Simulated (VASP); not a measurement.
Input of a VASP 6.6.1 run:

Contents of INCAR:

```
SYSTEM = Yb
ALGO = Normal ; EDIFF = 1E-6
ENCUT = 520 ; GGA = PE
ISIF = 2 ; ISMEAR = -1
LASPH = .True. ; LCHARG = .True.
LELF = .True. ; LREAL = .False.
LVHAR = .True. ; LWAVE = .False.
NBANDS = 31 ; NELM = 80
PREC = Accurate ; SIGMA = 0.06122561905347299
```

The input KPOINTS:

```
k-points
0
Gamma
  11 11 11
  0 0 0
```

POSCAR

```
Yb
1.0
    0.0000000000      4.3450176805      4.3450176805
    4.3450176805      0.0000000000      4.3450176805
    4.3450176805      4.3450176805      0.0000000000
Yb
2
Direct
    0.0000000000      0.0000000000      0.0000000000
    0.2500000000      0.2500000000      0.2500000000
```

Potentials or basis: VASP PAW PBE potentials, release 64 (Yb).

Launch:

```console
$ cat potpaw_PBE.64/Yb/POTCAR > POTCAR
$ mpirun -np 1 vasp_std > vasp.out
```

Question: What does it give for the band gap on the k mesh?

Answer: Zero (bands 24 and 25 overlap by 1.06 eV).

Question: Predict the pressure.

Answer: 0.2 GPa.

Caveat: spin-orbit coupling is left out, which moves the levels of the heavy elements. Spin polarisation is off, so any magnetic state and its effect on volume and gap are missing.
